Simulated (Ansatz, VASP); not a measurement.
## Two plane-wave programs on ZrN2

```
Zr N
1.0
     4.09435    0.00000    0.00000
     0.00000    4.09435    0.00000
     0.00000    0.00000    4.05331
Zr N
2 4
Direct
  0.00000 0.00000 0.00000
  0.50000 0.50000 0.50000
  0.00000 0.50000 0.31003
  0.00000 0.50000 0.81003
  0.50000 0.00000 0.68997
  0.50000 0.00000 0.18997
```

Alike in both runs: functional PBE; k mesh 10 × 10 × 8; occupations gaussian, width 0.1 eV; no spin polarisation.

Ansatz relaxed the structure, and its values are those at the end. VASP's run is a single point on that final structure, the one shown.

```csv
,VASP,Ansatz
version,VASP 6.6.1,Ansatz 0.2.0
potentials or method,"VASP PAW PBE potentials, release 64 (Zr_sv, N), cutoff 520 eV","scalar-relativistic, plane waves, PAW"
valence electrons in the cell,44,44
```

```csv
,VASP,Ansatz,Ansatz less VASP
gap on the k mesh at the Fermi level (eV),none,none,-
pressure (GPa),0.2,0.0,-0.17
```

A gap of «none» marks a metal or a gap that the smearing closes.
